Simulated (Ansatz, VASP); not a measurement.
**C in VASP and in Ansatz**

File INCAR:

```
SYSTEM = C
PREC     = Accurate       ! precision mode
ENCUT    = 600            ! plane-wave cutoff, eV
EDIFF    = 1E-6           ! SCF threshold, eV
ISMEAR   = -1             ! smearing method
SIGMA    = 0.05           ! smearing width, eV
LREAL    = .False.        ! projectors in reciprocal space
LASPH    = .True.         ! aspherical terms in the spheres
NELM     = 120            ! most SCF steps
ALGO     = Normal         ! electronic algorithm
ISIF     = 2              ! what is computed and relaxed
LWAVE    = .False.        ! write WAVECAR
LCHARG   = .False.        ! write CHGCAR
GGA      = LIBXC          ! functional
LIBXC1   = GGA_X_B88    
LIBXC2   = GGA_C_PBE    
NBANDS   = 11             ! bands
GGA_COMPAT= .False.
```

File KPOINTS:

```
Automatic mesh
0
Gamma
  13 13 13
  0 0 0
```

File POSCAR:

```
C
1.0
    0.0000000000      1.7714007132      1.7714007132
    1.7714007132      0.0000000000      1.7714007132
    1.7714007132      1.7714007132      0.0000000000
C
2
Direct
    0.7500000000      0.7500000000      0.7500000000
    0.5000000000      0.5000000000      0.5000000000
```

The input input.yaml:

```yaml
crystal:
  lattice:
    - [0.0, 1.7714007132, 1.7714007132]
    - [1.7714007132, 0.0, 1.7714007132]
    - [1.7714007132, 1.7714007132, 0.0]
  atoms:
    - { symbol: C, position: [0.75, 0.75, 0.75] }
    - { symbol: C, position: [0.5, 0.5, 0.5] }
hamiltonian:
  xc: { exchange: b88, correlation: pbe }
  pseudopotentials: { kind: paw }
kpoints:
  mp_grid: { grid: [13, 13, 13] }
scf:
  occupations: { method: fermi_dirac, width: 0.05 }
output:
  forces: true
  stress: true
  eigenvalues: true
```

Alike in both runs: task single point; functional b88 exchange, pbe correlation; k mesh 13 × 13 × 13; occupations fermi-dirac, width 0.05 eV; no spin polarisation.

|  | VASP | Ansatz |
| --- | --- | --- |
| version | VASP 6.6.1 | Ansatz 0.2.0 |
| potentials or method | VASP PAW PBE potentials, release 64 (C) | Ansatz PAW |
| plane-wave cutoff (eV) | 600 | 420 |
| valence electrons in the cell | 8 | 8 |

VASP gave:

| Item | Value |
| --- | --- |
| gap on the k mesh at the Fermi level (eV) | 4.19 |
| least direct gap on the mesh (eV) | 5.67 |
| pressure (GPa) | 11.4 |

What did Ansatz give for the same quantities?

gap on the k mesh at the Fermi level (eV): 4.20; least direct gap on the mesh (eV): 5.67; pressure (GPa): 11.4.

VASP's potentials were made for PBE, not for b88 exchange, pbe correlation.

Noted on Ansatz's run: Pulay correction over one GPa; odd divisions of the mesh miss points on the zone boundary, where band edges often lie, so the gap on the mesh can be too wide.
